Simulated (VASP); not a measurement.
Here is a VASP 6.6.1 calculation.

Contents of INCAR:

```
  PREC = Accurate
  ENCUT = 520
  EDIFF = 1E-6
  ISMEAR = 0
  SIGMA = 0.1
  LREAL = F
  LASPH = T
  NELM = 150
  ALGO = Normal
  ISIF = 2
  LWAVE = F
  LCHARG = F
  ISPIN = 2
  MAGMOM = 0 0.82
  LORBIT = 11
  LMAXMIX = 4
  GGA = PE
  NBANDS = 16
```

File KPOINTS:

```
Automatic mesh
0
Gamma
  20 20 20
```

POSCAR

```
AlFe
1.0
    2.8747083341      0.0000000000      0.0000000000
    0.0000000000      2.8747083341      0.0000000000
    0.0000000000      0.0000000000      2.8747083341
Al Fe
1 1
Direct
    0.5000000000      0.5000000000      0.5000000000
    0.0000000000      0.0000000000      0.0000000000
```

Potentials or basis: VASP PAW PBE potentials, release 64 (Al, Fe).

The run is started by

```console
$ cat potpaw_PBE.64/Al/POTCAR potpaw_PBE.64/Fe/POTCAR > POTCAR
$ mpirun -np 1 vasp_std > vasp.out
```

Question: Predict the site moments.

Answer: Al -0.02; Fe +0.74 μB.

Question: Estimate the pressure.

Answer: 0.0 GPa.

Question: Predict the net moment.

Answer: 0.70 μB per cell.
